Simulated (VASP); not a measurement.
# GaSb (v.eA) (F-43m) in VASP: notebook

GaSb (v.eA) is run at these levels: PBE; tasks: single point.

All numbers are computed with VASP 6.6.1; they aren't measurements. Logs are shortened: lines on timing, memory, paths and dates and some standing lists are left out, and cuts for length are marked.

## (1) The cell of the first run

Symmetry: F-43m, No. 216, cubic system. Conventional cell: a = 6.214 Å, b = 6.214 Å, c = 6.214 Å, α = 90.00°, β = 90.00°, γ = 90.00°. Within 3.5 Å of Ga (site symmetry -43m) lie 4 Sb at 2.69 Å. Within 3.5 Å of Sb (site symmetry -43m) lie 4 Ga at 2.69 Å.

## (2) Single point, PBE

INCAR

```
SYSTEM = GaSb
  PREC = Accurate
  ENCUT = 500
  EDIFF = 1E-6
  ISMEAR = 0
  SIGMA = 0.1
  LREAL = .FALSE.
  LASPH = .TRUE.
  NELM = 120
  ALGO = Normal
  ISIF = 2
  LWAVE = .FALSE.
  LCHARG = .FALSE.
  GGA = PE
  NBANDS = 26
  GGA_COMPAT = .FALSE.
```

KPOINTS

```
regular mesh
0
G
  4 4 4
  0 0 0
```

POSCAR

```
GaSb
1.0
    4.3941958060      0.0000000000      0.0000000000
    0.0000000000      6.2143313058      0.0000000000
    0.0000000000      0.0000000000      4.3941958060
Ga Sb
2 2
Direct
    0.0000000000      0.0000000000      0.0000000000
    0.5000000000      0.5000000000      0.4999892000
    0.5000000000      0.2500000000      0.0000000000
    0.0000000000      0.7500000000      0.4999892000
```

Potentials or basis: VASP PAW PBE potentials, release 64 (Ga_d, Sb).

Command:

```
cat potpaw_PBE.64/Ga_d/POTCAR potpaw_PBE.64/Sb/POTCAR > POTCAR
mpirun -np 1 vasp_std > vasp.out
```

OUTCAR:

```text
SYSTEM = GaSb
   PREC = Accurate
   ENCUT = 500
   EDIFF = 1E-6
   ISMEAR = 0
   LREAL = .FALSE.
   LASPH = .TRUE.
   NELM = 120
   ISIF = 2
   GGA = PE

 ion  position               nearest neighbor table
   1  0.000  0.000  0.000-   4 2.69   3 2.69   3 2.69   4 2.69
   2  0.500  0.500  0.500-   3 2.69   4 2.69   4 2.69   3 2.69
   3  0.500  0.250  0.000-   2 2.69   1 2.69   1 2.69   2 2.69
   4  0.000  0.750  0.500-   1 2.69   2 2.69   2 2.69   1 2.69

  LATTYP: Found a simple tetragonal cell.
 ALAT       =     4.3941958060
 C/A-ratio  =     1.4142135627

  Lattice vectors:

 A1 = (  -4.3941958060,   0.0000000000,   0.0000000000)
 A2 = (   0.0000000000,   0.0000000000,   4.3941958060)
 A3 = (   0.0000000000,   6.2143313058,   0.0000000000)

Analysis of symmetry for initial positions (statically):
=====================================================================
 Subroutine PRICEL returns:
 Original cell was already a primitive cell.

 Routine SETGRP: Setting up the symmetry group for a
 simple tetragonal supercell.

 Subroutine GETGRP returns: Found  4 space group operations
 (whereof  2 operations were pure point group operations)
 out of a pool of 16 trial point group operations.

The static configuration has the point symmetry C_1h.
 The point group associated with its full space group is C_2v.

Analysis of symmetry for dynamics (positions and initial velocities):
=====================================================================
 Subroutine PRICEL returns:
 Original cell was already a primitive cell.

 Routine SETGRP: Setting up the symmetry group for a
 simple tetragonal supercell.

 Subroutine GETGRP returns: Found  4 space group operations
 (whereof  2 operations were pure point group operations)
 out of a pool of 16 trial point group operations.

The dynamic configuration has the point symmetry C_1h.
 The point group associated with its full space group is C_2v.

 Subroutine INISYM returns: Found  4 space group operations
 (whereof  2 operations are pure point group operations),
 and found     1 'primitive' translations

----------------------------------------------------------------------------------------

                                     Primitive cell

  volume of cell :     119.9923

  direct lattice vectors                    reciprocal lattice vectors
     4.394195806  0.000000000  0.000000000     0.227572927  0.000000000  0.000000000
     0.000000000  6.214331306  0.000000000     0.000000000  0.160918360  0.000000000
     0.000000000  0.000000000  4.394195806     0.000000000  0.000000000  0.227572927

  length of vectors
     4.394195806  6.214331306  4.394195806     0.227572927  0.160918360  0.227572927

  position of ions in fractional coordinates (direct lattice)
     0.000000000  0.000000000  0.000000000
     0.500000000  0.500000000  0.499989200
     0.500000000  0.250000000  0.000000000
     0.000000000  0.750000000  0.499989200

  ion indices of the primitive-cell ions
   primitive index   ion index
                 1           1
                 2           2
                 3           3
                 4           4

----------------------------------------------------------------------------------------

 KPOINTS: regular mesh

Automatic generation of k-mesh.
 Grid dimensions read from file:
 generate k-points for:    4    4    4

 Generating k-lattice:

  Cartesian coordinates                     Fractional coordinates (reciprocal lattice)
     0.056893232  0.000000000  0.000000000     0.250000000  0.000000000  0.000000000
     0.000000000  0.040229590  0.000000000     0.000000000  0.250000000  0.000000000
     0.000000000  0.000000000  0.056893232     0.000000000  0.000000000  0.250000000

  Length of vectors
     0.056893232  0.040229590  0.056893232

  Shift w.r.t. Gamma in fractional coordinates (k-lattice)
     0.000000000  0.000000000  0.000000000

 Subroutine IBZKPT returns following result:
 ===========================================

 Found     27 irreducible k-points:

 Following reciprocal coordinates:
            Coordinates               Weight
  0.000000  0.000000  0.000000      1.000000
  0.250000  0.000000  0.000000      2.000000
  0.000000  0.000000 -0.250000      2.000000
  0.500000  0.000000  0.000000      1.000000
  0.000000  0.000000  0.500000      1.000000
  0.000000  0.250000  0.000000      2.000000
[... 16 lines left out ...]
  0.500000  0.500000  0.250000      2.000000
  0.250000  0.500000  0.500000      2.000000
 [... further k-points ...]
   k-points           NKPTS =     27   k-points in BZ     NKDIM =     27   number of bands    NBANDS=     26
   number of dos      NEDOS =    301   number of ions     NIONS =      4
   total plane-waves  NPLWV =  49152
   dimension x,y,z NGX =    32 NGY =   48 NGZ =   32
   dimension x,y,z NGXF=    64 NGYF=   96 NGZF=   64
   ions per type =               2   2
   NGX,Y,Z   is equivalent  to a cutoff of  12.11, 12.84, 12.11 a.u.
   NGXF,Y,Z  is equivalent  to a cutoff of  24.21, 25.68, 24.21 a.u.
 SYSTEM =  GaSb
   PREC   = accura    normal or accurate (medium, high low for compatibility)
   ISTART =      0    job   : 0-new  1-cont  2-samecut
   ICHARG =      2    charge: 1-file 2-atom 10-const
   ISPIN  =      1    spin polarized calculation?
   LNONCOLLINEAR =      F non collinear calculations
   LSORBIT =      F    spin-orbit coupling
   LASPH  =      T    aspherical Exc in radial PAW
   ENCUT  =  500.0 eV  36.75 Ry    6.06 a.u.   8.01 11.33  8.01*2*pi/ulx,y,z
   NELM   =    120;   NELMIN=  2; NELMDL= -5     # of ELM steps
   EDIFF  = 0.1E-05   stopping-criterion for ELM
   LREAL  =      F    real-space projection
   EDIFFG = 0.1E-04   stopping-criterion for IOM
   NSW    =      0    number of steps for IOM
   IBRION =     -1    ionic relax: 0-MD 1-quasi-New 2-CG
   NFREE  =      0    steps in history (QN), initial steepest desc. (CG)
   ISIF   =      2    stress and relaxation
   ISYM   =      2    0-nonsym 1-usesym 2-fastsym
   POTIM  = 0.5000    time-step for ionic-motion
   TEBEG  =    0.0;   TEEND  =   0.0 temperature during run
   PSTRESS=    0.0 pullay stress
   NELECT =      36.0000    total number of electrons
   NUPDOWN=      -1.0000    fix difference up-down
   EMIN   =  10.00;   EMAX   =-10.00  energy-range for DOS
   EFERMI =   0.00;   METHOD = LEGACY
   ISMEAR =     0;   SIGMA  =   0.10  broadening in eV -4-tet -1-fermi 0-gaus
   EFERMI_NEDOS =   21; number of points for ismear=-14 and -15
   IALGO  =     38    algorithm
   IMIX   =      4    mixing-type and parameters
     AMIX     =   0.40;   BMIX     =  1.00
     AMIX_MAG =   1.60;   BMIX_MAG =  1.00
  volume/ion in A,a.u.               =      30.00       202.44
  Fermi-wavevector in a.u.,A,eV,Ry     =   1.095951  2.071048 16.342084  1.201109
  Thomas-Fermi vector in A             =   2.232284
   LORBIT       =      0    0 simple, 1 ext, 2 COOP (PROOUT), +10 PAW based schemes
   GGA     = PE    functional components
   LHFCALC =     F    Hartree Fock is set to
   AEXX    =    0.0000 exact exchange contribution
   IVDW    =     0    specifies the selected vdW correction
   LEPSILON=     F    determine dielectric tensor
   LRPA    =     F    only Hartree local field effects (RPA)
 non-spin polarized calculation
 Gauss-broadening in eV      SIGMA  =   0.10
  energy-cutoff  :      500.00
  volume of cell :      119.99
 maximum number of plane-waves:      3080
   NGX = 17   NGY = 23   NGZ = 17

 number of electron      36.0000001 magnetization

 Free energy of the ion-electron system (eV)
  ---------------------------------------------------
  ext. energy  EPLUGINS =         0.00000000
  ---------------------------------------------------
  free energy    TOTEN  =       -14.61382799 eV

  energy without entropy =      -14.61141670  energy(sigma->0) =      -14.61262235

 E-fermi :   4.4478     XC(G=0):  -8.8751

 val. band max:        4.4188949621   @ k =   0.0000   0.0000   0.0000
 cond. band min:       4.7242009060   @ k =   0.0000   0.5000   0.5000
 fundamental gap:      0.3053059440
 Fermi energy:         4.4477943963

 k-point     1 :       0.0000    0.0000    0.0000
  band No.  band energies     occupation
      1     -10.5715      2.00000
      2     -10.5391      2.00000
      3     -10.5391      2.00000
      4     -10.5339      2.00000
      5     -10.5184      2.00000
      6     -10.5184      2.00000
[... 18 lines left out ...]
     25      10.1813      0.00000
     26      12.8235      0.00000

 k-point     2 :       0.2500    0.0000    0.0000
  band No.  band energies     occupation
      1     -10.5674      2.00000
      2     -10.5475      2.00000
      3     -10.5358      2.00000
      4     -10.5294      2.00000
      5     -10.5222      2.00000
      6     -10.5212      2.00000
[... 18 lines left out ...]
     25      10.8136      0.00000
     26      11.0533      0.00000

 k-point     3 :       0.0000    0.0000   -0.2500
  band No.  band energies     occupation
      1     -10.5674      2.00000
      2     -10.5475      2.00000
      3     -10.5358      2.00000
      4     -10.5294      2.00000
      5     -10.5222      2.00000
      6     -10.5212      2.00000
[... 18 lines left out ...]
     25      10.8135      0.00000
     26      11.0444      0.00000

 k-point     4 :       0.5000    0.0000    0.0000
  band No.  band energies     occupation
      1     -10.5602      2.00000
      2     -10.5602      2.00000
      3     -10.5283      2.00000
      4     -10.5283      2.00000
      5     -10.5251      2.00000
      6     -10.5251      2.00000
[... 18 lines left out ...]
     25       9.3787      0.00000
     26       9.3787      0.00000
[... 496 lines left out ...]
      1     -10.5603      2.00000
      2     -10.5603      2.00000
      3     -10.5283      2.00000
      4     -10.5283      2.00000
      5     -10.5246      2.00000
      6     -10.5246      2.00000
[... 18 lines left out ...]
     25       9.3785      0.00000
     26       9.3785      0.00000

 k-point    23 :       0.5000    0.5000    0.2500
  band No.  band energies     occupation
      1     -10.5654      2.00000
      2     -10.5654      2.00000
      3     -10.5274      2.00000
      4     -10.5274      2.00000
      5     -10.5204      2.00000
      6     -10.5204      2.00000
[... 18 lines left out ...]
     25      10.6825      0.00000
     26      10.6825      0.00000

 k-point    24 :       0.2500    0.5000    0.5000
  band No.  band energies     occupation
      1     -10.5654      2.00000
      2     -10.5654      2.00000
      3     -10.5274      2.00000
      4     -10.5274      2.00000
      5     -10.5204      2.00000
      6     -10.5204      2.00000
[... 18 lines left out ...]
     25      10.6825      0.00000
     26      10.6825      0.00000

 [... further k-points ...]
[... 5 lines left out ...]
  --------------------------------------------------------------------------------------
  -------------------------------------------------------------------------------------
  Total        0.4634574     -0.2206776      0.4634484      0.0000000      0.0000000      0.0000000
  in kB        6.1882410     -2.9465626      6.1881205      0.0000000      0.0000000      0.0000000
  external PRESSURE =       3.1432663 kB  Pullay stress =       0.0000000 kB

 VOLUME and BASIS-vectors are now :
 -----------------------------------------------------------------------------
  energy-cutoff  :      500.00
  volume of cell :      119.99
      direct lattice vectors                 reciprocal lattice vectors
     4.394195806  0.000000000  0.000000000     0.227572927  0.000000000  0.000000000
     0.000000000  6.214331306  0.000000000     0.000000000  0.160918360  0.000000000
     0.000000000  0.000000000  4.394195806     0.000000000  0.000000000  0.227572927

 POSITION                                       TOTAL-FORCE (eV/Angst)
 -----------------------------------------------------------------------------------
      0.00000      0.00000      0.00000         0.000000     -0.000000     -0.000280
      2.19710      3.10717      2.19705         0.000000     -0.000000      0.000280
      2.19710      1.55358      0.00000         0.000000      0.000000     -0.000322
      0.00000      4.66075      2.19705         0.000000      0.000000      0.000322
 -----------------------------------------------------------------------------------
    total drift:                                0.000000     -0.000002     -0.000001

  FREE ENERGIE OF THE ION-ELECTRON SYSTEM (eV)
  ---------------------------------------------------
  free  energy   TOTEN  =       -14.6138279944 eV

  energy  without entropy=      -14.6114167022  energy(sigma->0) =      -14.61262235
```

It took 99 s on 1 thread of Intel Xeon 8259CL, shared host; peak memory 0.25 GiB.

The run converged, but its numbers aren't listed here, since they failed a check.

Caveat: the result breaks the symmetry of the cell; spin-orbit coupling is left out, which moves the levels of the heavy elements.

## (3) Single point, PBE

INCAR

```
SYSTEM = GaSb
ALGO = Normal ; EDIFF = 1E-6
ENCUT = 500 ; GGA = PE
GGA_COMPAT = .False. ; ISIF = 2
ISMEAR = 0 ; LASPH = .True.
LCHARG = .False. ; LREAL = .False.
LWAVE = .False. ; NBANDS = 26
NELM = 120 ; PREC = Accurate
SIGMA = 0.1
```

KPOINTS

```
k-points
0
Gamma
  10 8 10
  0 0 0
```

POSCAR

```
GaSb
1.0
    4.3941958060      0.0000000000      0.0000000000
    0.0000000000      6.2143313058      0.0000000000
    0.0000000000      0.0000000000      4.3941958060
Ga Sb
2 2
Direct
    0.0000000000      0.0000000000     -0.0000054000
    0.5000000000      0.5000000000      0.4999946000
    0.5000000000      0.2500000000     -0.0000054000
    0.0000000000      0.7500000000      0.4999946000
```

Potentials or basis: VASP PAW PBE potentials, release 64 (Ga_d, Sb).

Command:

```
cat potpaw_PBE.64/Ga_d/POTCAR potpaw_PBE.64/Sb/POTCAR > POTCAR
mpirun -np 1 vasp_std > vasp.out
```

It took 6.8 min on 1 thread of Intel Xeon 8259CL, shared host; peak memory 0.41 GiB.

The run converged. Its results:

| Property | Result |
| --- | --- |
| Free energy | -14.7460 eV |
| Pressure | 0.1 GPa |
| Band gap on the k mesh | zero (filled and empty bands touch) |

Levels at points of the mesh, in eV from the Fermi level:
| k point | band 16 | band 17 | band 18 | band 19 | band 20 | band 21 |
| --- | --- | --- | --- | --- | --- | --- |
| (0.00, 0.00, 0.00) | -0.35 | -0.06 | -0.06 | -0.06 | 0.90 | 1.28 |
| (0.50, 0.00, 0.00) | -3.05 | -1.20 | -1.20 | 1.86 | 1.86 | 4.47 |
| (0.00, 0.50, 0.00) | -1.61 | -1.61 | -1.61 | 1.24 | 1.24 | 2.58 |
| (0.50, 0.50, 0.00) | -1.14 | -1.14 | -1.14 | 0.25 | 0.25 | 3.69 |
| (0.50, 0.00, 0.50) | -2.47 | -2.47 | -2.47 | 0.90 | 0.90 | 1.28 |
| (0.50, 0.50, 0.50) | -3.19 | -2.98 | -2.98 | 3.45 | 3.45 | 4.24 |

Caveat: spin-orbit coupling is left out, which moves the levels of the heavy elements.

## (4) Single point, PBE

INCAR

```
  PREC = Accurate
  ENCUT = 500
  EDIFF = 1E-6
  ISMEAR = 0
  SIGMA = 0.1
  LREAL = False
  LASPH = True
  NELM = 120
  ALGO = Normal
  ISIF = 2
  LWAVE = False
  LCHARG = False
  GGA = PE
  NBANDS = 26
  GGA_COMPAT = False
```

KPOINTS

```
regular mesh
0
Gamma
  10 8 10
```

POSCAR is that of step 3.

Command:

```
cat potpaw_PBE.64/Ga_d/POTCAR potpaw_PBE.64/Sb/POTCAR > POTCAR
mpirun -np 1 vasp_std > vasp.out
```

Wall time 6.9 min (1 thread of Intel Xeon 8259CL, shared host); peak memory 0.41 GiB.

It converged, with:

* Free energy: -14.7460 eV
* Pressure: 0.1 GPa
* Band gap on the k mesh: zero (filled and empty bands touch)

Levels at points of the mesh, in eV from the Fermi level:
| k point | band 16 | band 17 | band 18 | band 19 | band 20 | band 21 |
| --- | --- | --- | --- | --- | --- | --- |
| (0.00, 0.00, 0.00) | -0.35 | -0.06 | -0.06 | -0.06 | 0.90 | 1.28 |
| (0.50, 0.00, 0.00) | -3.05 | -1.20 | -1.20 | 1.86 | 1.86 | 4.47 |
| (0.00, 0.50, 0.00) | -1.61 | -1.61 | -1.61 | 1.24 | 1.24 | 2.58 |
| (0.50, 0.50, 0.00) | -1.14 | -1.14 | -1.14 | 0.25 | 0.25 | 3.69 |
| (0.50, 0.00, 0.50) | -2.47 | -2.47 | -2.47 | 0.90 | 0.90 | 1.28 |
| (0.50, 0.50, 0.50) | -3.19 | -2.98 | -2.98 | 3.45 | 3.45 | 4.24 |

Caveat: spin-orbit coupling is left out, which moves the levels of the heavy elements.

[end of part 1 of 2]
